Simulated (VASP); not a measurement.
# CsH (I4mm) in VASP: a series of runs, part 2 of 2

VASP 6.6.1. Earlier steps stand in the parts before.

### 4 Single point, LDA (all Cs atoms moved +0.075 Å, as atom 1 along Cartesian [0 0 1])

INCAR reads:

```
PREC = Accurate ; ENCUT = 520
EDIFF = 1E-7 ; ISMEAR = 0
SIGMA = 0.05 ; LREAL = F
LASPH = T ; NELM = 80
ALGO = Normal ; ISIF = 2
LWAVE = F ; LCHARG = F
GGA = CA ; NBANDS = 12
```

KPOINTS reads:

```
Automatic mesh
0
Gamma
  8 8 8
```

POSCAR reads:

```
CsH
1.0
    0.0000000000      3.1880000000      3.1880000000
    3.1880000000      0.0000000000      3.1880000000
    3.1880000000      3.1880000000      0.0000000000
Cs H
1 1
Direct
    0.0117628607      0.0117628607     -0.0117628607
    0.5000000000      0.5000000000      0.5000000000
```

Potentials or basis: VASP PAW LDA potentials, release 64 (Cs_sv, H).

Started as:

```bash
$ cat potpaw_LDA.64/Cs_sv/POTCAR potpaw_LDA.64/H/POTCAR > POTCAR
$ mpirun -np 1 vasp_std > vasp.out
```

OUTCAR:

```text
PREC = Accurate
   ENCUT = 520
   EDIFF = 1E-7
   ISMEAR = 0
   LREAL = F
   LASPH = T
   NELM = 80
   ISIF = 2
   GGA = CA

 ion  position               nearest neighbor table
   1  0.012  0.012  0.988-
   2  0.500  0.500  0.500-

  LATTYP: Found a face centered cubic cell.
 ALAT       =     6.3760000000

  Lattice vectors:

 A1 = (   0.0000000000,   3.1880000000,   3.1880000000)
 A2 = (   3.1880000000,   0.0000000000,   3.1880000000)
 A3 = (   3.1880000000,   3.1880000000,   0.0000000000)

Analysis of symmetry for initial positions (statically):
=====================================================================
 Subroutine PRICEL returns:
 Original cell was already a primitive cell.

 Routine SETGRP: Setting up the symmetry group for a
 face centered cubic supercell.

 Subroutine GETGRP returns: Found  8 space group operations
 (whereof  8 operations were pure point group operations)
 out of a pool of 48 trial point group operations.

The static configuration has the point symmetry C_4v.

Analysis of symmetry for dynamics (positions and initial velocities):
=====================================================================
 Subroutine PRICEL returns:
 Original cell was already a primitive cell.

 Routine SETGRP: Setting up the symmetry group for a
 face centered cubic supercell.

 Subroutine GETGRP returns: Found  8 space group operations
 (whereof  8 operations were pure point group operations)
 out of a pool of 48 trial point group operations.

The dynamic configuration has the point symmetry C_4v.

 Subroutine INISYM returns: Found  8 space group operations
 (whereof  8 operations are pure point group operations),
 and found     1 'primitive' translations

----------------------------------------------------------------------------------------

                                     Primitive cell

  volume of cell :      64.8015

  direct lattice vectors                    reciprocal lattice vectors
     0.000000000  3.188000000  3.188000000    -0.156838143  0.156838143  0.156838143
     3.188000000  0.000000000  3.188000000     0.156838143 -0.156838143  0.156838143
     3.188000000  3.188000000  0.000000000     0.156838143  0.156838143 -0.156838143

  length of vectors
     4.508512837  4.508512837  4.508512837     0.271651632  0.271651632  0.271651632

  position of ions in fractional coordinates (direct lattice)
     0.011762861  0.011762861  0.988237139
     0.500000000  0.500000000  0.500000000

  ion indices of the primitive-cell ions
   primitive index   ion index
                 1           1
                 2           2

----------------------------------------------------------------------------------------

 KPOINTS: Automatic mesh

Automatic generation of k-mesh.
 Grid dimensions read from file:
 generate k-points for:    8    8    8

 Generating k-lattice:

  Cartesian coordinates                     Fractional coordinates (reciprocal lattice)
    -0.019604768  0.019604768  0.019604768     0.125000000  0.000000000  0.000000000
     0.019604768 -0.019604768  0.019604768     0.000000000  0.125000000  0.000000000
     0.019604768  0.019604768 -0.019604768     0.000000000  0.000000000  0.125000000

  Length of vectors
     0.033956454  0.033956454  0.033956454

  Shift w.r.t. Gamma in fractional coordinates (k-lattice)
     0.000000000  0.000000000  0.000000000

 Subroutine IBZKPT returns following result:
 ===========================================

 Found     59 irreducible k-points:

 Following reciprocal coordinates:
            Coordinates               Weight
  0.000000  0.000000  0.000000      1.000000
  0.125000  0.000000  0.000000      8.000000
  0.250000  0.000000  0.000000      8.000000
  0.375000  0.000000  0.000000      8.000000
  0.500000  0.000000  0.000000      4.000000
  0.125000  0.125000  0.000000      2.000000
[... 16 lines left out ...]
  0.000000  0.375000  0.250000     16.000000
  0.500000  0.250000  0.000000      8.000000
 [... further k-points ...]
   k-points           NKPTS =     59   k-points in BZ     NKDIM =     59   number of bands    NBANDS=     12
   number of dos      NEDOS =    301   number of ions     NIONS =      2
   total plane-waves  NPLWV =  46656
   dimension x,y,z NGX =    36 NGY =   36 NGZ =   36
   dimension x,y,z NGXF=    72 NGYF=   72 NGZF=   72
   ions per type =               1   1
   NGX,Y,Z   is equivalent  to a cutoff of  13.27, 13.27, 13.27 a.u.
   NGXF,Y,Z  is equivalent  to a cutoff of  26.55, 26.55, 26.55 a.u.
 SYSTEM =  unknown system
   PREC   = accura    normal or accurate (medium, high low for compatibility)
   ISTART =      0    job   : 0-new  1-cont  2-samecut
   ICHARG =      2    charge: 1-file 2-atom 10-const
   ISPIN  =      1    spin polarized calculation?
   LNONCOLLINEAR =      F non collinear calculations
   LSORBIT =      F    spin-orbit coupling
   LASPH  =      T    aspherical Exc in radial PAW
   ENCUT  =  520.0 eV  38.22 Ry    6.18 a.u.   8.38  8.38  8.38*2*pi/ulx,y,z
   NELM   =     80;   NELMIN=  2; NELMDL= -5     # of ELM steps
   EDIFF  = 0.1E-06   stopping-criterion for ELM
   LREAL  =      F    real-space projection
   EDIFFG = 0.1E-05   stopping-criterion for IOM
   NSW    =      0    number of steps for IOM
   IBRION =     -1    ionic relax: 0-MD 1-quasi-New 2-CG
   NFREE  =      0    steps in history (QN), initial steepest desc. (CG)
   ISIF   =      2    stress and relaxation
   ISYM   =      2    0-nonsym 1-usesym 2-fastsym
   POTIM  = 0.5000    time-step for ionic-motion
   TEBEG  =    0.0;   TEEND  =   0.0 temperature during run
   PSTRESS=    0.0 pullay stress
   NELECT =      10.0000    total number of electrons
   NUPDOWN=      -1.0000    fix difference up-down
   EMIN   =  10.00;   EMAX   =-10.00  energy-range for DOS
   EFERMI =   0.00;   METHOD = LEGACY
   ISMEAR =     0;   SIGMA  =   0.05  broadening in eV -4-tet -1-fermi 0-gaus
   EFERMI_NEDOS =   21; number of points for ismear=-14 and -15
   IALGO  =     38    algorithm
   IMIX   =      4    mixing-type and parameters
     AMIX     =   0.40;   BMIX     =  1.00
     AMIX_MAG =   1.60;   BMIX_MAG =  1.00
  volume/ion in A,a.u.               =      32.40       218.65
  Fermi-wavevector in a.u.,A,eV,Ry     =   0.878105  1.659378 10.491026  0.771069
  Thomas-Fermi vector in A             =   1.998146
   LORBIT       =      0    0 simple, 1 ext, 2 COOP (PROOUT), +10 PAW based schemes
   GGA     = CA    functional components
   LHFCALC =     F    Hartree Fock is set to
   AEXX    =    0.0000 exact exchange contribution
   IVDW    =     0    specifies the selected vdW correction
   LEPSILON=     F    determine dielectric tensor
   LRPA    =     F    only Hartree local field effects (RPA)
 non-spin polarized calculation
 Gauss-broadening in eV      SIGMA  =   0.05
  energy-cutoff  :      520.00
  volume of cell :       64.80
 maximum number of plane-waves:      1807
 NGX is ok and might be reduce to    36
   NGX = 17   NGY = 17   NGZ = 17

 number of electron      10.0000000 magnetization

 Free energy of the ion-electron system (eV)
  ---------------------------------------------------
  ext. energy  EPLUGINS =         0.00000000
  ---------------------------------------------------
  free energy    TOTEN  =        -4.89046613 eV

  energy without entropy =       -4.89046613  energy(sigma->0) =       -4.89046613

 E-fermi :   0.2798     XC(G=0):  -7.5294

 val. band max:        0.0304613867   @ k =   0.5000   0.0000   0.0000
 cond. band min:       1.9720734227   @ k =   0.5000   0.0000   0.0000
 fundamental gap:      1.9416120361
 Fermi energy:         0.2798458774

 k-point     1 :       0.0000    0.0000    0.0000
  band No.  band energies     occupation
      1     -21.4153      2.00000
      2      -7.8630      2.00000
      3      -7.8630      2.00000
      4      -7.8628      2.00000
      5      -1.8377      2.00000
      6       5.0132      0.00000
      7       5.0132      0.00000
      8       5.0144      0.00000
      9       5.6867      0.00000
     10       6.8239      0.00000
     11       6.8263      0.00000
     12       8.5438      0.00000
[... 331 lines left out ...]
 k-point    24 :       0.5000    0.2500    0.0000
  band No.  band energies     occupation
      1     -21.3225      2.00000
      2      -8.5651      2.00000
      3      -8.1873      2.00000
      4      -8.0551      2.00000
      5      -0.6230      2.00000
      6       3.0455      0.00000
      7       4.2396      0.00000
      8       5.6267      0.00000
      9       6.5984      0.00000
     10       8.3994      0.00000
     11       8.6529      0.00000
     12       9.2228      0.00000

 [... further k-points ...]

------------------------ aborting loop because EDIFF is reached ----------------------------------------

  FORCE on cell =-STRESS in cart. coord.  units (eV):
  Direction    XX          YY          ZZ          XY          YZ          ZX
  --------------------------------------------------------------------------------------
  -------------------------------------------------------------------------------------
  Total       -0.5026040     -0.5026040     -0.4802242      0.0000000     -0.0000000      0.0000000
  in kB      -12.4265784    -12.4265784    -11.8732516      0.0000000     -0.0000000      0.0000000
  external PRESSURE =     -12.2421361 kB  Pullay stress =       0.0000000 kB

 VOLUME and BASIS-vectors are now :
 -----------------------------------------------------------------------------
  energy-cutoff  :      520.00
  volume of cell :       64.80
      direct lattice vectors                 reciprocal lattice vectors
     0.000000000  3.188000000  3.188000000    -0.156838143  0.156838143  0.156838143
     3.188000000  0.000000000  3.188000000     0.156838143 -0.156838143  0.156838143
     3.188000000  3.188000000  0.000000000     0.156838143  0.156838143 -0.156838143

 POSITION                                       TOTAL-FORCE (eV/Angst)
 -----------------------------------------------------------------------------------
      3.18800      3.18800      0.07500         0.000000      0.000000     -0.035058
      3.18800      3.18800      3.18800         0.000000      0.000000      0.035058
 -----------------------------------------------------------------------------------
    total drift:                                0.000000      0.000000     -0.000132

  FREE ENERGIE OF THE ION-ELECTRON SYSTEM (eV)
  ---------------------------------------------------
  free  energy   TOTEN  =        -4.8904661262 eV

  energy  without entropy=       -4.8904661262  energy(sigma->0) =       -4.89046613
```

OSZICAR:

```text
N       E                     dE             d eps       ncg     rms          rms(c)
DAV:   1     0.415744588858E+02    0.41574E+02   -0.40608E+03  1416   0.686E+02
DAV:   2    -0.232942171649E+01   -0.43904E+02   -0.41991E+02  1780   0.111E+02
DAV:   3    -0.565112520595E+01   -0.33217E+01   -0.33152E+01  1772   0.332E+01
DAV:   4    -0.567798694931E+01   -0.26862E-01   -0.26859E-01  1656   0.345E+00
DAV:   5    -0.567809958101E+01   -0.11263E-03   -0.11263E-03  1808   0.226E-01    0.351E+00
DAV:   6    -0.502468140671E+01    0.65342E+00   -0.52546E-01  1660   0.268E+00    0.145E+00
DAV:   7    -0.488402093197E+01    0.14066E+00   -0.51732E-01  1632   0.234E+00    0.581E-01
DAV:   8    -0.489588218457E+01   -0.11861E-01   -0.53812E-02  1548   0.945E-01    0.297E-01
DAV:   9    -0.489034113789E+01    0.55410E-02   -0.99879E-03  1672   0.400E-01    0.310E-02
DAV:  10    -0.489048660078E+01   -0.14546E-03   -0.15785E-03  1524   0.145E-01    0.347E-02
DAV:  11    -0.489047004586E+01    0.16555E-04   -0.14700E-04  1640   0.435E-02    0.121E-02
DAV:  12    -0.489046611800E+01    0.39279E-05   -0.19418E-05  1668   0.185E-02    0.131E-03
DAV:  13    -0.489046612341E+01   -0.54139E-08   -0.16786E-06  1600   0.529E-03    0.523E-04
DAV:  14    -0.489046612619E+01   -0.27838E-08   -0.49655E-08  1244   0.107E-03
   1 F= -.48904661E+01 E0= -.48904661E+01  d E =-.346114E-14
```

stdout:

```text
POSCAR found type information on POSCAR CsH
 POSCAR found :  2 types and       2 ions
 scaLAPACK will be used
 LDA part: xc-table for (Slater(with rela. corr.)+CA(PZ))
 , standard interpolation
 POSCAR, INCAR and KPOINTS ok, starting setup
 FFT: planning ... GRIDC
 FFT: planning ... GRID_SOFT
 FFT: planning ... GRID
 WAVECAR not read
 entering main loop
```

It took 64 s on 1 thread of Intel Xeon 8259CL, shared host; peak memory 0.19 GiB.

What came out:

```yaml
Free_energy: -4.8905 eV
Pressure: -1.2 GPa
Largest_force: 0.035 eV/Å
Band_gap_on_the_k_mesh: 1.94 eV
```

Forces on the atoms (eV/Å):
```
Cs   0.000  0.000 -0.035
H    0.000  0.000  0.035
```

Levels at points of the mesh, in eV from the valence-band top:
| k point | band 1 | band 2 | band 3 | band 4 | band 5 | band 6 | band 7 | band 8 | band 9 | band 10 |
| --- | --- | --- | --- | --- | --- | --- | --- | --- | --- | --- |
| (0.00, 0.00, 0.00) | -21.45 | -7.89 | -7.89 | -7.89 | -1.87 | 4.98 | 4.98 | 4.98 | 5.66 | 6.79 |
| (0.50, 0.00, 0.00) | -21.37 | -8.77 | -7.99 | -7.99 | 0.00 | 1.94 | 4.55 | 4.55 | 6.99 | 8.20 |
| (0.50, 0.50, 0.00) | -21.34 | -8.64 | -8.18 | -8.18 | -1.22 | 2.86 | 5.30 | 7.87 | 8.08 | 8.08 |
| (0.00, 0.50, 0.50) | -21.34 | -8.64 | -8.18 | -8.18 | -1.22 | 2.86 | 5.31 | 7.72 | 8.08 | 8.22 |

Caveat: the cell differs from its parent crystal (all Cs atoms moved +0.075 Å, as atom 1 along Cartesian [0 0 1]); spin-orbit coupling is left out, which moves the levels of the heavy elements. A k mesh can miss the band edges.

### 5 Single point, LDA

INCAR reads:

```
PREC = Accurate ; ENCUT = 520
EDIFF = 1E-6 ; ISMEAR = 0
SIGMA = 0.05 ; LREAL = False
LASPH = True ; NELM = 80
ALGO = Normal ; ISIF = 2
LWAVE = False ; LCHARG = True
LELF = True ; LVHAR = True
NBANDS = 12
```

KPOINTS is that of step 4.

Changes to POSCAR since step 4:

```diff
@@ -8,3 +8,3 @@
 Direct
-    0.0117628607      0.0117628607     -0.0117628607
+    0.0039209536      0.0039209536     -0.0039209536
     0.5000000000      0.5000000000      0.5000000000
```

Started as:

```bash
$ cat potpaw_LDA.64/Cs_sv/POTCAR potpaw_LDA.64/H/POTCAR > POTCAR
$ mpirun -np 1 vasp_std > vasp.out
```

It took 66 s on 1 thread of Intel Xeon 8259CL, shared host; peak memory 0.2 GiB.

The run converged. Its results:

```
Free energy            : -4.8916 eV
Pressure               : -1.2 GPa
Largest force          : 0.011 eV/Å
Band gap on the k mesh : 1.94 eV
```

Forces in eV/Å, atoms in the order of the input:
```
Cs   0.000  0.000 -0.011
H    0.000  0.000  0.011
```

Levels at points of the mesh, in eV from the valence-band top:
```tsv
k point	band 1	band 2	band 3	band 4	band 5	band 6	band 7	band 8	band 9	band 10
(0.00, 0.00, 0.00)	-21.45	-7.90	-7.90	-7.90	-1.87	4.98	4.98	4.98	5.66	6.79
(0.50, 0.00, 0.00)	-21.37	-8.77	-7.99	-7.99	0.00	1.94	4.55	4.55	6.99	8.20
(0.50, 0.50, 0.00)	-21.34	-8.64	-8.18	-8.18	-1.22	2.85	5.31	7.86	8.08	8.08
(0.00, 0.50, 0.50)	-21.34	-8.64	-8.18	-8.18	-1.22	2.85	5.31	7.83	8.08	8.10
```

Caveat: spin-orbit coupling is left out, which moves the levels of the heavy elements.

### 6 The runs side by side

```csv
cell,gap on the mesh (eV),pressure (GPa),largest force (eV/Å)
"as given, atomic positions A",1.95,-1.2,0.05
"as given, atomic positions B",1.94,-1.2,0.02
"as given, atomic positions C",1.94,-1.2,0.04
"as given, atomic positions D",1.94,-1.2,0.01
```

Alike in all rows: task single point; level LDA; potentials or basis VASP PAW LDA potentials, release 64 (Cs_sv, H); no spin polarisation; k mesh 8 × 8 × 8; cutoff (eV) 520; smearing gaussian 0.05 eV.

Caveats: spin-orbit coupling is left out, which moves the levels of the heavy elements.

Total energies depend on the potentials used, so only differences within one code and one set of settings carry meaning.
